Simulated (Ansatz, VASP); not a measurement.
**One calculation of MoS2, two programs**

```
Mo S
1.0
     3.09535    0.00000    0.00000
    -1.54767    2.68065    0.00000
     0.00000    0.00000    6.87910
Mo S
1 2
Cartesian
  0.0000 0.0000 0.0000
  0.0000 1.7871 1.5358
  0.0000 1.7871 5.3433
```

Alike in both runs: task single point; functional PBE; dispersion D3(BJ); k mesh 12 × 12 × 4; occupations gaussian, width 0.05 eV; no spin polarisation.

|  | VASP | Ansatz |
| --- | --- | --- |
| version | VASP 6.6.1 | Ansatz 0.2.0 |
| potentials or method | VASP PAW PBE potentials, release 64 (Mo_sv, S), cutoff 500 eV | scalar-relativistic, plane waves, PAW |
| valence electrons in the cell | 26 | 26 |

Ansatz gave:

```
gap on the k mesh at the Fermi level (eV)                     : 1.49
least direct gap on the mesh (eV)                             : 1.90
pressure (GPa)                                                : 7.9
traceless stress, the component that is largest in VASP (GPa) : 0.12
rms of the force components (eV/Å)                            : 0.518
```

**Question.** Estimate VASP's values.

**Answer.** gap on the k mesh at the Fermi level (eV): 1.50; least direct gap on the mesh (eV): 1.90; pressure (GPa): 7.8; traceless stress, the component that is largest in VASP (GPa): 0.05; rms of the force components (eV/Å): 0.510.

Atom by atom the forces differ by 0.009 eV/Å (rms over components).
